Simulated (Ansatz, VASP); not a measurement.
**Mo2Se2S in VASP and in Ansatz**

File INCAR:

```
SYSTEM = Mo2Se2S
PREC = Accurate
ENCUT = 500
EDIFF = 1E-6
ISMEAR = 0
SIGMA = 0.2
LREAL = .False.
LASPH = .True.
NELM = 120
ALGO = Normal
ISIF = 2
LWAVE = .False.
LCHARG = .False.
GGA = PE
NBANDS = 57
GGA_COMPAT = .False.
```

The input KPOINTS:

```
Automatic mesh
0
Gamma
  6 6 1
  0 0 0
```

File POSCAR:

```
Mo2Se2S
1.0
    3.3363830006      0.0000000000      0.0000000000
   -1.6681915003      2.8893924353      0.0000000000
    0.0000000000      0.0000000000     21.0767814817
Mo Se S
4 4 2
Direct
    0.3333333333      0.6666666667      0.4288003915
    0.3333333333      0.6666666667      0.9288003915
    0.3333333333      0.6666666667      0.0711996085
    0.3333333333      0.6666666667      0.5711996085
    0.0000000000      0.0000000000      0.3485462205
    0.0000000000      0.0000000000      0.8485462205
    0.0000000000      0.0000000000      0.1514537795
    0.0000000000      1.0000000000      0.6514537795
    0.0000000000      0.0000000000      0.5000000000
    0.0000000000      0.0000000000      0.0000000000
```

Input for Ansatz:

```yaml
crystal:
  lattice:
    - [3.3363830006, 0.0, 0.0]
    - [-1.6681915003, 2.8893924353, 0.0]
    - [0.0, 0.0, 21.0767814817]
  atoms:
    - { symbol: Mo, position: [0.3333333333, 0.6666666667, 0.4288003915] }
    - { symbol: Mo, position: [0.3333333333, 0.6666666667, 0.9288003915] }
    - { symbol: Mo, position: [0.3333333333, 0.6666666667, 0.0711996085] }
    - { symbol: Mo, position: [0.3333333333, 0.6666666667, 0.5711996085] }
    - { symbol: Se, position: [0.0, 0.0, 0.3485462205] }
    - { symbol: Se, position: [0.0, 0.0, 0.8485462205] }
    - { symbol: Se, position: [0.0, 0.0, 0.1514537795] }
    - { symbol: Se, position: [0.0, 1.0, 0.6514537795] }
    - { symbol: S, position: [0.0, 0.0, 0.5] }
    - { symbol: S, position: [0.0, 0.0, 0.0] }
basis:
  ecutwfc: 420
kpoints:
  mp_grid: { grid: [6, 6, 1] }
hamiltonian:
  xc: pbe
scf:
  occupations: { method: gaussian, width: 0.2 }
  lower_state_search: "off"
output:
  forces: true
  stress: true
  eigenvalues: true
```

Alike in both runs: task single point; functional PBE; k mesh 6 × 6 × 1; occupations gaussian, width 0.2 eV; no spin polarisation.

|  | VASP | Ansatz |
| --- | --- | --- |
| version | VASP 6.6.1 | Ansatz 0.2.0 |
| potentials or method | VASP PAW PBE potentials, release 64 (Mo_sv, Se, S), cutoff 500 eV | scalar-relativistic, plane waves, PAW |
| valence electrons in the cell | 92 | 132 |

|  | VASP | Ansatz | Ansatz less VASP |
| --- | --- | --- | --- |
| gap on the k mesh at the Fermi level (eV) | none | none | - |
| pressure (GPa) | 0.2 | 0.0 | -0.19 |
| traceless stress, the component that is largest in VASP (GPa) | 0.92 | 0.88 | -0.035 |
| rms of the force components (eV/Å) | 0.043 | 0.034 | -0.0085 |

Atom by atom the forces differ by 0.010 eV/Å (rms over components). A gap of «none» marks a metal or a gap that the smearing closes. VASP's potentials hold 92 valence electrons a cell and Ansatz's 132, so a difference there can come from the potentials and not from the codes.

The k mesh is coarse, so the values compare programs but aren't converged.
